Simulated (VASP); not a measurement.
Here is a VASP 6.6.1 calculation.

The input POSCAR:

```
AlRu
1.0
    2.9916000000      0.0000000000      0.0000000000
    0.0000000000      2.9916000000      0.0000000000
    0.0000000000      0.0000000000      2.9916000000
Al Ru
1 1
Direct
    0.0000000000      0.0000000000      0.0000000000
    0.5000000000      0.5000000000      0.5000000000
```

File INCAR.step1:

```
PREC = Accurate
ENCUT = 520
ISMEAR = 1
SIGMA = 0.05
LREAL = False
LASPH = True
NELM = 100
NBANDS = 16
GGA = PE
ALGO = Normal
EDIFF = 1E-4
LWAVE = True
LCHARG = False
```

Contents of INCAR.step2:

```
PREC = Accurate
ENCUT = 520
EDIFF = 1E-6
ISMEAR = 1
SIGMA = 0.05
LREAL = False
LASPH = True
NELM = 100
ALGO = Normal
ISIF = 2
LWAVE = False
LCHARG = True
METAGGA = R2SCAN
LMIXTAU = True
IVDW = 12
VDW_S6 = 1.0
VDW_S8 = 0.78981345
VDW_A1 = 0.49484001
VDW_A2 = 5.73083694
LELF = True
LVHAR = True
NBANDS = 16
ISTART = 1
```

KPOINTS

```
regular mesh
0
Gamma
  9 9 9
```

Potentials or basis: VASP PAW PBE potentials, release 64 (Al, Ru_pv).

Run with:

```sh
$ cat potpaw_PBE.64/Al/POTCAR potpaw_PBE.64/Ru_pv/POTCAR > POTCAR
$ cp INCAR.step1 INCAR
$ mpirun -np 1 vasp_std > vasp.out
$ cp INCAR.step2 INCAR
$ mpirun -np 1 vasp_std > vasp.out
```

Problem. Estimate the pressure.

Solution. -4.9 GPa.

Problem. Estimate the dispersion energy per atom.

Solution. -0.243 eV.

Caveat: three body term missing; the PAW data sets were made with another functional, which shifts forces and pressure a little; pairwise dispersion overbinds metals, which lowers pressure and volume.
